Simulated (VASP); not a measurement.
# CaSe (Fm-3m) in VASP: G0W0 quasiparticle levels with PBE

Aim: the G0W0 quasiparticle levels of CaSe with PBE.

Program: VASP 6.6.1. These are calculated values, not measurements. Logs are shortened: lines on timing, memory, paths and dates and some standing lists are left out, and cuts for length are marked.

## Step 1: The cell of the first run

Symmetry: Fm-3m, No. 225, cubic system. The conventional cell has a = 5.935 Å, b = 5.935 Å, c = 5.935 Å, α = 90.00°, β = 90.00°, γ = 90.00°. Ca (site symmetry m-3m) has 6 Se at 2.97 Å within 3.9 Å. Se (site symmetry m-3m) has 6 Ca at 2.97 Å within 3.9 Å.

## Step 2: G0W0 quasiparticle levels, PBE

The input, POSCAR:

```
CaSe
1.0
    0.0000000000      2.9675306017      2.9675306017
    2.9675306017      0.0000000000      2.9675306017
    2.9675306017      2.9675306017      0.0000000000
Ca Se
1 1
Direct
    0.0000000000      0.0000000000      0.0000000000
    0.5000000000      0.5000000000      0.5000000000
```

The input, INCAR.step1:

```
SYSTEM = CaSe
PREC = Accurate ; ENCUT = 500
EDIFF = 1E-8 ; ISMEAR = 0
SIGMA = 0.01 ; LREAL = .FALSE.
LASPH = .TRUE. ; NELM = 60
ALGO = Normal ; LWAVE = .TRUE.
LCHARG = .FALSE. ; GGA = PE
```

The input, INCAR.step2:

```
SYSTEM = CaSe
PREC = Accurate ; ENCUT = 500
EDIFF = 1E-8 ; ISMEAR = 0
SIGMA = 0.01 ; LREAL = .FALSE.
LASPH = .TRUE. ; NELM = 1
ALGO = Exact ; LWAVE = .TRUE.
LCHARG = .FALSE. ; GGA = PE
NBANDS = 92 ; LOPTICS = .TRUE.
ISTART = 1
```

The input, INCAR.step3:

```
SYSTEM = CaSe
PREC = Accurate ; ENCUT = 500
EDIFF = 1E-8 ; ISMEAR = 0
SIGMA = 0.01 ; LREAL = .FALSE.
LASPH = .TRUE. ; ALGO = EVGW0
LWAVE = .FALSE. ; LCHARG = .FALSE.
GGA = PE ; NELMGW = 1
NBANDS = 92 ; ENCUTGW = 80.0
NOMEGA = 96 ; PRECFOCK = Fast
ISTART = 1 ; NBANDSGW = 16
OMEGAMAX = 30
```

The input, KPOINTS:

```
regular mesh
0
G
  6 6 6
  0 0 0
```

Potentials or basis: VASP PAW PBE potentials, release 64 (Ca_sv_GW, Se_GW).

Started as:

```console
$ cat potpaw_PBE.64/Ca_sv_GW/POTCAR potpaw_PBE.64/Se_GW/POTCAR > POTCAR
$ cp INCAR.step1 INCAR
$ mpirun -np 1 vasp_std > vasp.out
$ cp INCAR.step2 INCAR
$ mpirun -np 1 vasp_std > vasp.out
$ cp INCAR.step3 INCAR
$ mpirun -np 1 vasp_std > vasp.out
```

OUTCAR:

```text
SYSTEM = CaSe
   PREC = Accurate
   ENCUT = 500
   EDIFF = 1E-8
   ISMEAR = 0
   LREAL = .FALSE.
   LASPH = .TRUE.
   GGA = PE
   NELMGW = 1
   ENCUTGW = 80.0
   PRECFOCK = Fast
   ISTART = 1

 ion  position               nearest neighbor table
   1  0.000  0.000  0.000-   2 2.97   2 2.97   2 2.97   2 2.97   2 2.97   2 2.97
   2  0.500  0.500  0.500-   1 2.97   1 2.97   1 2.97   1 2.97   1 2.97   1 2.97

  LATTYP: Found a face centered cubic cell.
 ALAT       =     5.9350612034

  Lattice vectors:

 A1 = (   0.0000000000,   2.9675306017,   2.9675306017)
 A2 = (   2.9675306017,   0.0000000000,   2.9675306017)
 A3 = (   2.9675306017,   2.9675306017,   0.0000000000)

Analysis of symmetry for initial positions (statically):
=====================================================================
 Subroutine PRICEL returns:
 Original cell was already a primitive cell.

 Routine SETGRP: Setting up the symmetry group for a
 face centered cubic supercell.

 Subroutine GETGRP returns: Found 48 space group operations
 (whereof 48 operations were pure point group operations)
 out of a pool of 48 trial point group operations.

The static configuration has the point symmetry O_h .

Analysis of symmetry for dynamics (positions and initial velocities):
=====================================================================
 Subroutine PRICEL returns:
 Original cell was already a primitive cell.

 Routine SETGRP: Setting up the symmetry group for a
 face centered cubic supercell.

 Subroutine GETGRP returns: Found 48 space group operations
 (whereof 48 operations were pure point group operations)
 out of a pool of 48 trial point group operations.

The dynamic configuration has the point symmetry O_h .

 Subroutine INISYM returns: Found 48 space group operations
 (whereof 48 operations are pure point group operations),
 and found     1 'primitive' translations

----------------------------------------------------------------------------------------

                                     Primitive cell

[... 49 lines left out ...]
  0.333333  0.000000  0.000000      8.000000
  0.500000  0.000000  0.000000      4.000000
  0.166667  0.166667  0.000000      6.000000
  0.333333  0.166667  0.000000     24.000000
[... 8 lines left out ...]
 -0.333333  0.333333  0.166667     24.000000
 -0.333333  0.500000  0.166667     12.000000
   k-points           NKPTS =     16   k-points in BZ     NKDIM =    216   number of bands    NBANDS=     92
   number of dos      NEDOS =    301   number of ions     NIONS =      2
   total plane-waves  NPLWV =  32768
   dimension x,y,z NGX =    32 NGY =   32 NGZ =   32
   dimension x,y,z NGXF=    64 NGYF=   64 NGZF=   64
   ions per type =               1   1
   NGX,Y,Z   is equivalent  to a cutoff of  12.68, 12.68, 12.68 a.u.
   NGXF,Y,Z  is equivalent  to a cutoff of  25.35, 25.35, 25.35 a.u.
 SYSTEM =  CaSe
   PREC   = accura    normal or accurate (medium, high low for compatibility)
   ISTART =      1    job   : 0-new  1-cont  2-samecut
   ICHARG =      0    charge: 1-file 2-atom 10-const
   ISPIN  =      1    spin polarized calculation?
   LNONCOLLINEAR =      F non collinear calculations
   LSORBIT =      F    spin-orbit coupling
   LASPH  =      T    aspherical Exc in radial PAW
   ENCUT  =  500.0 eV  36.75 Ry    6.06 a.u.   7.65  7.65  7.65*2*pi/ulx,y,z
   NELM   =     60;   NELMIN=  2; NELMDL=  0     # of ELM steps
   EDIFF  = 0.1E-07   stopping-criterion for ELM
   LREAL  =      F    real-space projection
   EDIFFG = 0.1E-06   stopping-criterion for IOM
   NSW    =      0    number of steps for IOM
   IBRION =     -1    ionic relax: 0-MD 1-quasi-New 2-CG
   NFREE  =      0    steps in history (QN), initial steepest desc. (CG)
   ISIF   =      0    stress and relaxation
   ISYM   =      3    0-nonsym 1-usesym 2-fastsym
   POTIM  = 0.5000    time-step for ionic-motion
   TEBEG  =    0.0;   TEEND  =   0.0 temperature during run
   PSTRESS=    0.0 pullay stress
   NELECT =      16.0000    total number of electrons
   NUPDOWN=      -1.0000    fix difference up-down
   EMIN   =  10.00;   EMAX   =-10.00  energy-range for DOS
   EFERMI =   0.00;   METHOD = LEGACY
   ISMEAR =     0;   SIGMA  =   0.01  broadening in eV -4-tet -1-fermi 0-gaus
   EFERMI_NEDOS =   21; number of points for ismear=-14 and -15
   IALGO  =     38    algorithm
   IMIX   =      4    mixing-type and parameters
     AMIX     =   0.40;   BMIX     =  1.00
     AMIX_MAG =   1.60;   BMIX_MAG =  1.00
  volume/ion in A,a.u.               =      26.13       176.35
  Fermi-wavevector in a.u.,A,eV,Ry     =   1.103341  2.085012 16.563196  1.217361
  Thomas-Fermi vector in A             =   2.239797
   LORBIT       =      0    0 simple, 1 ext, 2 COOP (PROOUT), +10 PAW based schemes
   GGA     = PE    functional components
   LHFCALC =     T    Hartree Fock is set to
   PRECFOCK=fast      Normal, Fast or Accurate (Low or Medium for compatibility)
   ENCUT4O =  -1.0   cutoff for four orbital integrals eV
   NKREDX  =     1    reduce k-point grid by
   NKREDY  =     1    reduce k-point grid by
   NKREDZ  =     1    reduce k-point grid by
   AEXX    =    1.0000 exact exchange contribution
   HFSCREEN=    0.0000 screening length (either q_TF or 0.3 A-1)
   HFSCREENC=   0.0000 screening length for correlation (either q_TF or 0.3 A-1)
   ENCUTFOCK=  -1.0 apply spherical cutoff to Coloumb kernel
   IVDW    =     0    specifies the selected vdW correction
   LEPSILON=     F    determine dielectric tensor
   LRPA    =     F    only Hartree local field effects (RPA)
   LRPAFORCE           =     F    calculate RPA forces
   ENCUTGW             =  80.0    cutoff for response function in eV
   ENCUTGWSOFT         =  64.0    soft cutoff for Coulomb kernel in GW response function in eV
   ENCUTLF             =  -1.0    cutoff for local field effects
   NELMGW              =     1    number of iterations in solving QP/BSE equation
   NELMHF              =     1    number of iterations in the inner HF iteration
   NKREDLFX            =     1    NKREDLFY  =   1   NKREDLFZ  =   1
 non-spin polarized calculation
 Gauss-broadening in eV      SIGMA  =   0.01
  energy-cutoff  :      500.00
  volume of cell :       52.27
 maximum number of plane-waves:      1363
 NGX is ok and might be reduce to    32
  NGX = 18; NGY = 18; NGZ = 18
   NGX = 15   NGY = 15   NGZ = 15
 maximum number of plane-waves:        92
 NGX is ok and might be reduce to    14

 QP shifts <psi_nk| G(iteration)W_0 |psi_nk>: iteration 1
 for sc-GW calculations column KS-energies equals QP-energies in previous step
 and V_xc(KS)=  KS-energies - (<T + V_ion + V_H > + <T+V_H+V_ion>^1  + <V_x>^1)

 k-point   1 :       0.0000    0.0000    0.0000
  band No.  KS-energies  QP-energies   sigma(KS)   V_xc(KS)     V^pw_x(r,r')   Z            occupation Imag(sigma)

      1     -36.2052     -37.8952     -23.6091     -20.7302     -34.4489       0.5871       2.0000       0.6222
      2     -17.1955     -18.8985     -22.3522     -19.9504     -27.8680       0.7090       2.0000       0.2320
      3     -17.1955     -18.8985     -22.3522     -19.9504     -27.8680       0.7090       2.0000       0.2320
      4     -17.1955     -18.8985     -22.3522     -19.9504     -27.8680       0.7090       2.0000       0.2320
      5      -8.1740      -8.7661     -13.3172     -12.4513     -19.8108       0.6838       2.0000       1.1798
      6       3.5847       2.9046     -12.9680     -12.0878     -14.6392       0.7727       2.0000       0.0723
[... 295 lines left out ...]
      2     -17.2618     -18.9576     -22.2507     -19.8214     -27.7873       0.6981       2.0000       0.2577
      3     -17.2385     -18.9259     -22.2875     -19.8683     -27.8161       0.6975       2.0000       0.2471
      4     -17.2314     -18.9006     -22.2695     -19.8778     -27.8177       0.6979       2.0000       0.2526
      5      -7.5442      -8.0356     -13.7180     -12.9898     -19.9866       0.6748       2.0000       1.0281
      6       1.3244       0.4052     -12.0221     -10.7863     -14.3657       0.7438       2.0000       0.1212
[... 8 lines left out ...]
     15      13.0259      13.8676      -9.6504     -10.7772      -4.7249       0.7469       0.0000      -0.3423
     16      13.4620      14.8963     -11.1698     -13.1790      -5.7554       0.7139       0.0000      -0.4070
```

It took 10 min on 1 thread of Intel Xeon Platinum 8488C (Sapphire Rapids), shared host; peak memory 0.81 GiB.

Results:

```yaml
Quasiparticle_gap: 3.53 eV
Least_direct_quasiparticle_gap: 4.42 eV
Band_gap_of_the_starting_levels_on_the_mesh: 2.06 eV
Least_direct_gap_of_the_starting_levels_on_the_mesh: 2.98 eV
```

Caveat: bands, screening cutoff and mesh are small and nothing is extrapolated, so the quasiparticle values aren't converged.
